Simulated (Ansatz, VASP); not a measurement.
# One calculation of GaP, two programs

```xyz
4
Lattice="1.9430 1.1218 6.4308 -1.9430 1.1218 6.4308 0.0000 -2.2436 6.4308" Properties=species:S:1:pos:R:3 pbc="T T T"
Ga    0.0000    0.0000    8.3994
Ga    0.0000    0.0000   10.8930
P     0.0000    0.0000    1.1072
P     0.0000    0.0000   18.1853
```

Alike in both runs: task single point; functional LDA; k mesh 12 × 12 × 12; occupations gaussian, width 0.02 eV; no spin polarisation.

|  | VASP | Ansatz |
| --- | --- | --- |
| version | VASP 6.6.1 | Ansatz 0.2.0 |
| potentials or method | VASP PAW LDA potentials, release 64 (Ga_d, P), cutoff 520 eV | scalar-relativistic, plane waves, PAW |
| valence electrons in the cell | 36 | 36 |

Ansatz gave:

* gap on the k mesh at the Fermi level (eV): 0.71
* least direct gap on the mesh (eV): 0.95
* pressure (GPa): -4.8
* traceless stress, the component that is largest in VASP (GPa): 0.17
* rms of the force components (eV/Å): 0.055

Task: Estimate VASP's values.

Result: gap on the k mesh at the Fermi level (eV): 0.72; least direct gap on the mesh (eV): 0.96; pressure (GPa): -4.7; traceless stress, the component that is largest in VASP (GPa): 0.12; rms of the force components (eV/Å): 0.041.

LDA's correlation is that of Perdew and Zunger in VASP and of Perdew and Wang (1992) in Ansatz. Atom by atom the forces differ by 0.015 eV/Å (rms over components).
